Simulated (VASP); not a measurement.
# Ta4C3 (P1) in VASP: single point with PBEsol

Aim: the single point of Ta4C3 with PBEsol.

Everything below comes from runs of VASP 6.6.1. Logs are shortened: lines on timing, memory, paths and dates and some standing lists are left out, and cuts for length are marked.

### 1 The cell of the first run

The typed cell holds 7 atoms: a = 3.103 Å, b = 3.103 Å, c = 10.279 Å, α = 97.81°, β = 96.94°, γ = 60.00°.

### 2 Single point, PBEsol

The input, INCAR:

```
SYSTEM = Ta4C3
PREC     = Accurate       ! precision mode
ENCUT    = 520            ! plane-wave cutoff, eV
EDIFF    = 1E-6           ! SCF threshold, eV
ISMEAR   = 0              ! smearing method
SIGMA    = 0.15           ! smearing width, eV
LREAL    = .FALSE.        ! projectors in reciprocal space
LASPH    = .TRUE.         ! aspherical terms in the spheres
NELM     = 60             ! most SCF steps
ALGO     = Fast           ! electronic algorithm
ISIF     = 2              ! what is computed and relaxed
LWAVE    = .FALSE.        ! write WAVECAR
LCHARG   = .FALSE.        ! write CHGCAR
GGA      = PS             ! functional
NBANDS   = 37             ! bands
```

The input, KPOINTS:

```
regular mesh
0
G
  14 14 4
  0 0 0
```

The input, POSCAR:

```
Ta4C3
1.0
   -3.1032734570      0.0000000000      0.0000000000
   -1.5516367285     -2.6875136487      0.0000000000
    1.2413093828      0.8958378829     10.1645109918
Ta C
4 3
Direct
    0.3544355443      0.3733722062      0.1893666186
    0.5301981203      0.6244616004      0.9426348013
    0.1398076674      0.2096180962      0.6981042887
    0.7491532064      0.7943974378      0.4524423133
    0.4448904537      0.5025935053      0.5770305159
    0.9902869527      0.9960170753      0.0573012258
    0.0522530622      0.0845400888      0.3228702664
```

Potentials or basis: VASP PAW PBE potentials, release 64 (Ta_pv, C).

Started as:

```console
$ cat potpaw_PBE.64/Ta_pv/POTCAR potpaw_PBE.64/C/POTCAR > POTCAR
$ mpirun -np 1 vasp_std > vasp.out
```

OUTCAR:

```text
SYSTEM = Ta4C3
   PREC = Accurate
   ENCUT = 520
   EDIFF = 1E-6
   ISMEAR = 0
   LREAL = .FALSE.
   LASPH = .TRUE.
   NELM = 60
   ISIF = 2
   GGA = PS

 ion  position               nearest neighbor table
   1  0.354  0.373  0.189-   6 2.24   6 2.24   6 2.24   7 2.25   7 2.25   7 2.25   2 2.94   2 3.10
                             4 3.22   4 3.22   4 3.22   2 3.25
   2  0.530  0.624  0.943-   6 1.92   6 2.16   6 2.37   1 2.94   3 3.06   3 3.06   3 3.06   1 3.10
                             1 3.25
   3  0.140  0.210  0.698-   5 2.17   5 2.17   5 2.17   2 3.06   2 3.06   2 3.06   4 3.07   4 3.07
                             4 3.07
   4  0.749  0.794  0.452-   5 2.19   5 2.19   5 2.19   7 2.22   7 2.22   7 2.22   3 3.07   3 3.07
                             3 3.07   1 3.22   1 3.22   1 3.22
   5  0.445  0.503  0.577-   3 2.17   3 2.17   3 2.17   4 2.19   4 2.19   4 2.19
   6  0.990  0.996  0.057-   2 1.92   2 2.16   1 2.24   1 2.24   1 2.24   2 2.37
   7  0.052  0.085  0.323-   4 2.22   4 2.22   4 2.22   1 2.25   1 2.25   1 2.25

  LATTYP: Found a triclinic cell.
 ALAT       =     5.3750272973
 B/A-ratio  =     0.5773502692
 C/A-ratio  =     2.0225134662
 COS(alpha) =     0.0142730884
 COS(beta)  =     0.1895331427
 COS(gamma) =     0.8660254038

  Lattice vectors:

 A1 = (   4.6549101855,  -2.6875136487,   0.0000000000)
 A2 = (   1.5516367285,  -2.6875136487,   0.0000000000)
 A3 = (   3.4136008027,   1.7916757658, -10.1645109918)

Analysis of symmetry for initial positions (statically):
=====================================================================
 Subroutine PRICEL returns:
 Original cell was already a primitive cell.

 Routine SETGRP: Setting up the symmetry group for a
 triclinic supercell.

 Subroutine GETGRP returns: Found  1 space group operations
 (whereof  1 operations were pure point group operations)
 out of a pool of  2 trial point group operations.

The static configuration has the point symmetry C_1 .

Analysis of symmetry for dynamics (positions and initial velocities):
=====================================================================
 Subroutine PRICEL returns:
 Original cell was already a primitive cell.

 Routine SETGRP: Setting up the symmetry group for a
 triclinic supercell.

 Subroutine GETGRP returns: Found  1 space group operations
 (whereof  1 operations were pure point group operations)
 out of a pool of  2 trial point group operations.

[... 113 lines left out ...]
   NSW    =      0    number of steps for IOM
   IBRION =     -1    ionic relax: 0-MD 1-quasi-New 2-CG
   NFREE  =      0    steps in history (QN), initial steepest desc. (CG)
   ISIF   =      2    stress and relaxation
   ISYM   =      2    0-nonsym 1-usesym 2-fastsym
   POTIM  = 0.5000    time-step for ionic-motion
   TEBEG  =    0.0;   TEEND  =   0.0 temperature during run
   PSTRESS=    0.0 pullay stress
   NELECT =      56.0000    total number of electrons
   NUPDOWN=      -1.0000    fix difference up-down
   EMIN   =  10.00;   EMAX   =-10.00  energy-range for DOS
   EFERMI =   0.00;   METHOD = LEGACY
   ISMEAR =     0;   SIGMA  =   0.15  broadening in eV -4-tet -1-fermi 0-gaus
   EFERMI_NEDOS =   21; number of points for ismear=-14 and -15
   IALGO  =     68    algorithm
   IMIX   =      4    mixing-type and parameters
     AMIX     =   0.40;   BMIX     =  1.00
     AMIX_MAG =   1.60;   BMIX_MAG =  1.00
  volume/ion in A,a.u.               =      12.11        81.73
  Fermi-wavevector in a.u.,A,eV,Ry     =   1.425778  2.694329 27.658489  2.032842
  Thomas-Fermi vector in A             =   2.546125
   LORBIT       =      0    0 simple, 1 ext, 2 COOP (PROOUT), +10 PAW based schemes
   GGA     = PS    functional components
   LHFCALC =     F    Hartree Fock is set to
   AEXX    =    0.0000 exact exchange contribution
   IVDW    =     0    specifies the selected vdW correction
   LEPSILON=     F    determine dielectric tensor
   LRPA    =     F    only Hartree local field effects (RPA)
 non-spin polarized calculation
 RMM-DIIS sequential band-by-band and
 Gauss-broadening in eV      SIGMA  =   0.15
  energy-cutoff  :      520.00
  volume of cell :       84.77
 maximum number of plane-waves:      2304
   NGX = 11   NGY = 11   NGZ = 39

 number of electron      56.0000003 magnetization

 Free energy of the ion-electron system (eV)
  ---------------------------------------------------
  ext. energy  EPLUGINS =         0.00000000
  ---------------------------------------------------
  free energy    TOTEN  =       -83.05295510 eV

  energy without entropy =      -83.03367669  energy(sigma->0) =      -83.04331589

 E-fermi :   7.3130     XC(G=0): -13.1417

 val. band max:        7.3118788755   @ k =   0.5000   0.5000   0.0000
 cond. band min:       7.3186048364   @ k =  -0.4286   0.2857   0.0000
 fundamental gap:      0.0067259609
 Fermi energy:         7.3129844125

 k-point     1 :       0.0000    0.0000    0.0000
  band No.  band energies     occupation
      1     -27.9815      2.00000
      2     -27.6278      2.00000
      3     -27.4667      2.00000
      4     -27.4638      2.00000
      5     -27.2496      2.00000
      6     -27.2018      2.00000
[... 949 lines left out ...]
     36      10.2803      0.00000
     37      10.9160      0.00000

 [... further k-points ...]

------------------------ aborting loop because EDIFF is reached ----------------------------------------

  FORCE on cell =-STRESS in cart. coord.  units (eV):
  Direction    XX          YY          ZZ          XY          YZ          ZX
  --------------------------------------------------------------------------------------
  -------------------------------------------------------------------------------------
  Total        2.1343302      1.0092176      2.2789487     -1.4564082     -1.0636419      4.0590808
  in kB       40.3380569     19.0738427     43.0712929    -27.5255808    -20.1024415     76.7151371
  external PRESSURE =      34.1610641 kB  Pullay stress =       0.0000000 kB

 VOLUME and BASIS-vectors are now :
 -----------------------------------------------------------------------------
  energy-cutoff  :      520.00
  volume of cell :       84.77
      direct lattice vectors                 reciprocal lattice vectors
    -3.103273457  0.000000000  0.000000000    -0.322240374  0.186045567  0.022955687
    -1.551636728 -2.687513649  0.000000000     0.000000000 -0.372091134  0.032793839
     1.241309383  0.895837883 10.164510992     0.000000000  0.000000000  0.098381516

 POSITION                                       TOTAL-FORCE (eV/Angst)
 -----------------------------------------------------------------------------------
     -1.44419     -0.83380      1.92482        -0.123560     -0.073436      0.452207
     -1.44419     -0.83380      9.58142        -3.012114      0.920528     -1.581578
      0.10745      0.06204      7.09589        -0.292803      0.007778      0.024195
     -2.99582     -1.72964      4.59885         0.045406      0.005412      0.000959
     -1.44419     -0.83380      5.86523         0.044753      0.003282      0.036281
     -4.54746     -2.62548      0.58244         3.328745     -0.883252      1.128958
      0.10745      0.06204      3.28182         0.009574      0.019688     -0.061021
 -----------------------------------------------------------------------------------
    total drift:                               -0.000073      0.000143     -0.000007

  FREE ENERGIE OF THE ION-ELECTRON SYSTEM (eV)
  ---------------------------------------------------
  free  energy   TOTEN  =       -83.0529550955 eV

  energy  without entropy=      -83.0336766883  energy(sigma->0) =      -83.04331589
```

Run time: 23 min. Hardware: 1 thread of Oxide Virtual Turin-like, shared host; peak memory 0.88 GiB.

What came out:

```yaml
Free_energy: -83.0530 eV
Pressure: 3.4 GPa
Largest_force: 3.624 eV/Å
Band_gap_on_the_k_mesh: zero (bands 28 and 29 overlap by 0.49 eV)
```

Forces on the atoms (eV/Å):
```
Ta  -0.124 -0.073  0.452
Ta  -3.012  0.921 -1.582
Ta  -0.293  0.008  0.024
Ta   0.045  0.005  0.001
C    0.045  0.003  0.036
C    3.329 -0.883  1.129
C    0.010  0.020 -0.061
```

Caveat: the cell stands under pressure; the PAW data sets were made with another functional, which shifts forces and pressure a little; spin-orbit coupling is left out, which moves the levels of the heavy elements.
